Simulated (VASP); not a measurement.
Write the native input for VASP 6.6.1 that does the following.

```yaml
Task: single point
Functional: PBE
Potentials_or_basis: VASP PAW PBE potentials, release 64 (Fe, Ni)
Cutoff: 520 eV
k_mesh: 6 × 6 × 6
Occupations: gaussian, width 0.1 eV
Spin: collinear spin, ferromagnetic start
Starting_moments: "[4.0, 2.0] μB"
Dipole_correction: no
Further_INCAR_settings: ALGO = Normal; EDIFF = 1e-06; NBANDS = 20
```

The structure of FeNi lies in POSCAR:

```
FeNi
1.0
    0.0000000000      2.1985235700      2.1985235700
    2.1985235700      0.0000000000      2.1985235700
    2.1985235700      2.1985235700      0.0000000000
Fe Ni
1 1
Direct
    0.0000000000      0.0000000000      0.0000000000
    0.5000000000      0.5000000000      0.5000000000
```

One way to write it, as run:

INCAR

```
SYSTEM = FeNi
PREC = Accurate
ENCUT = 520
EDIFF = 1E-6
ISMEAR = 0
SIGMA = 0.1
LREAL = .False.
LASPH = .True.
NELM = 150
ALGO = Normal
ISIF = 2
LWAVE = .False.
LCHARG = .False.
ISPIN = 2
MAGMOM = 4 2
LORBIT = 11
LMAXMIX = 4
GGA = PE
NBANDS = 20
```

KPOINTS

```
Automatic mesh
0
Gamma
  6 6 6
  0 0 0
```

Potentials or basis: VASP PAW PBE potentials, release 64 (Fe, Ni).

Command:

```console
$ cat potpaw_PBE.64/Fe/POTCAR potpaw_PBE.64/Ni/POTCAR > POTCAR
$ mpirun -np 1 vasp_std > vasp.out
```

Results of the run:

```json
{
  "Pressure": "50.2 GPa",
  "Net moment": "3.43 μB per cell",
  "Site moments": "Fe +2.65; Ni +0.74 μB",
  "Valence electrons inside the program's atomic spheres": "Fe 7.46; Ni 9.71"
}
```

Caveat: the k points lie up to 0.41 Å⁻¹ apart.

Run time: 15 s on 1 thread of Intel(R) Xeon(R) Platinum 8375C CPU @ 2.90GHz (Ice Lake), with other jobs on the host, peak memory 0.15 GiB.
